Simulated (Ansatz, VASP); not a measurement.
C: VASP beside Ansatz

```xyz
4
Lattice="1.2333 -2.1360 0.0000 1.2333 2.1360 0.0000 0.0000 0.0000 8.7070" Properties=species:S:1:pos:R:3 pbc="T T T"
C     1.2333    1.9400    6.5329
C     1.2333   -0.5160    2.1741
C     1.2333   -1.9400    2.1741
C     1.2333    0.5160    6.5329
```

Change from the starting cell: mode 1 frozen in at +0.160 Å (largest displacement).

Alike in both runs: task single point; functional PBE; k mesh 18 × 18 × 6; occupations gaussian, width 0.15 eV; no spin polarisation.

|  | VASP | Ansatz |
| --- | --- | --- |
| version | VASP 6.6.1 | Ansatz 0.2.0 |
| potentials or method | VASP PAW PBE potentials, release 64 (C), cutoff 600 eV | scalar-relativistic, plane waves, PAW |
| valence electrons in the cell | 16 | 16 |

|  | VASP | Ansatz | Ansatz less VASP |
| --- | --- | --- | --- |
| gap on the k mesh at the Fermi level (eV) | none | none | - |
| least direct gap on the mesh (eV) | 0.00 | 0.00 | 0.000 |
| pressure (GPa) | 0.0 | 0.0 | -0.01 |
| traceless stress, the component that is largest in VASP (GPa) | -0.26 | 0.01 | +0.264 |

A gap of «none» marks a metal or a gap that the smearing closes.

A gap of «none» marks a metal or a gap under the smearing width.
